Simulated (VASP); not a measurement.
# HSe12: single point with PBE+D3(BJ)

Crystal: HSe12.

```
CELL_PARAMETERS angstrom
8.06862 -0.16050 0.03307
-4.17331 7.22839 0.00000
0.02085 0.01204 5.18044
ATOMIC_POSITIONS crystal
Se 0.11846 0.98744 0.33690
Se 0.12833 0.49877 0.32939
Se 0.62686 0.99057 0.33504
Se 0.62479 0.49604 0.34153
Se 0.50000 0.10531 0.66667
Se 0.50000 0.63373 0.66667
Se 0.00385 0.11739 0.66574
Se 0.99615 0.61354 0.66759
Se 0.37521 0.37125 0.99180
Se 0.37314 0.86372 0.99829
Se 0.88154 0.36898 0.99644
Se 0.87167 0.87044 0.00395
H 0.50000 0.27728 0.16667
```

* Program: VASP 6.6.1
* Task: single point
* Functional: PBE
* Dispersion: D3(BJ)
* Potentials or basis: VASP PAW PBE potentials, release 64 (Se, H)
* Cutoff: 520 eV
* k mesh: 3 × 3 × 4
* Occupations: gaussian, width 0.1 eV
* Spin: no spin polarisation
* Dipole correction: no
* Further INCAR settings: ALGO = Normal; EDIFF = 1e-06; NBANDS = 48

| Property | Result |
| --- | --- |
| Pressure | 0.1 GPa |
| Largest force | 0.027 eV/Å |
| Band gap on the k mesh | zero (an odd number of electrons rules out a gap without spin polarisation) |
| Dispersion energy per atom | -0.333 eV |

Forces on the atoms (eV/Å):
```
Se   0.017 -0.008 -0.001
Se   0.019  0.002 -0.001
Se   0.020 -0.006 -0.009
Se   0.001  0.000  0.000
Se  -0.014  0.024  0.000
Se  -0.006  0.010  0.000
Se  -0.014  0.019  0.002
Se  -0.009  0.022 -0.002
Se   0.000  0.000  0.000
Se  -0.004 -0.020  0.009
Se  -0.002 -0.019  0.001
Se  -0.011 -0.016  0.001
H    0.004 -0.006  0.000
```

Stress tensor (GPa, compression positive):
```
 0.08 -0.02  0.00
-0.02  0.10  0.00
 0.00  0.00  0.18
```

Levels at points of the mesh, in eV from the Fermi level:
| k point | band 34 | band 35 | band 36 | band 37 | band 38 | band 39 |
| --- | --- | --- | --- | --- | --- | --- |
| (0.00, 0.00, 0.00) | -1.71 | -1.62 | -1.30 | 0.19 | 0.49 | 0.55 |
| (0.00, 0.00, 0.50) | -1.26 | -0.97 | -0.77 | -0.36 | 0.13 | 0.18 |

Run time: 3.5 min on 1 thread of AMD EPYC 7R43 64-Core Processor (Zen 3) (shared host), peak memory 0.43 GiB.
